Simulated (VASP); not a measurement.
Write the native input for VASP 6.6.1 that does the following.

```yaml
Task: relaxation of cell and atoms
Functional: PBE
Potentials_or_basis: VASP PAW PBE potentials, release 64 (W_sv, I)
Cutoff: 600 eV
k_mesh: 6 × 6 × 6
Occupations: gaussian, width 0.1 eV
Spin: no spin polarisation
Dipole_correction: no
Further_INCAR_settings: ALGO = Normal; EDIFF = 1e-06; IBRION = 2; EDIFFG = -0.04; NSW = 90; ISIF = 3
```

The structure of WI lies in POSCAR:

```
WI
1.0
    1.7262266641      0.9966374292      5.4983515969
   -1.7262266641      0.9966374292      5.4983515969
    0.0000000000     -1.9932748584      5.4983515969
W I
1 1
Direct
    0.0000000000      0.0000000000      0.0000000000
    0.5000000000      0.5000000000      0.5000000000
```

The input as run:

INCAR

```
PREC = Accurate
ENCUT = 600
EDIFF = 1E-6
ISMEAR = 0
SIGMA = 0.1
LREAL = F
LASPH = T
NELM = 100
ALGO = Normal
ISIF = 3
LWAVE = F
LCHARG = F
GGA = PE
IBRION = 2
NSW = 90
EDIFFG = -0.04
```

KPOINTS

```
Automatic mesh
0
Gamma
  6 6 6
```

Potentials or basis: VASP PAW PBE potentials, release 64 (W_sv, I).

The run is started by

```sh
$ cat potpaw_PBE.64/W_sv/POTCAR potpaw_PBE.64/I/POTCAR > POTCAR
$ mpirun -np 1 vasp_std > vasp.out
```

It gave:

```json
{"Relaxed volume": "20.03 Å³/atom", "Relaxed cell": "a = 4.739 Å, b = 4.739 Å, c = 4.739 Å, α = 40.25°, β = 40.25°, γ = 40.25°", "Space group after relaxing (to 0.05 Å)": "R-3m (No. 166)", "Energy gained by relaxing": "792.2 meV/atom", "Ionic steps": "7", "Pressure after relaxing": "0.0 GPa"}
```

Caveat: the volume moved by over 15 % at a fixed basis, so the end points are rough; an odd number of electrons without spin polarisation forces a metal; a magnetic or distorted state may lie lower.

Wall time 4.7 min on 1 thread of Intel(R) Xeon(R) Platinum 8375C CPU @ 2.90GHz (Ice Lake), with other jobs on the host, peak memory 0.38 GiB.
